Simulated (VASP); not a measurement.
Cd, 1 atom in the cell. The structure is tetragonal, space group I4/mmm (No. 139). Conventional cell: a = 2.795 Å, b = 2.795 Å, c = 5.589 Å, α = 90.00°, β = 90.00°, γ = 90.00°. Cd (site symmetry 4/mmm) has 12 Cd at 2.79 to 3.42 Å within 3.7 Å.  This cell differs from its parent crystal: ratio of the length along z to the lengths across it x 1.414, volume and fractional coordinates fixed.

```yaml
Program: VASP 6.6.1
Task: single point
Functional: PBEsol
Potentials_or_basis: VASP PAW PBE potentials, release 64 (Cd)
Cutoff: 520 eV
k_mesh: 20 × 20 × 20
Occupations: gaussian, width 0.15 eV
Spin: no spin polarisation
Dipole_correction: no
Further_INCAR_settings: ALGO = Fast; EDIFF = 1e-06; NBANDS = 12
```

Potentials or basis: VASP PAW PBE potentials, release 64 (Cd).

Run with:

```sh
$ cat potpaw_PBE.64/Cd/POTCAR > POTCAR
$ mpirun -np 1 vasp_std > vasp.out
```

Hardware: 1 thread of Intel(R) Xeon(R) Platinum 8259CL CPU @ 2.50GHz (Skylake/Cascade Lake) (shared host).

Q: How long does it take, and how much memory?

A: Run time: 2.9 min on 1 thread of Intel(R) Xeon(R) Platinum 8259CL CPU @ 2.50GHz (Skylake/Cascade Lake) (shared host), peak memory 0.28 GiB. Counts: scf iterations 12, k points 641.
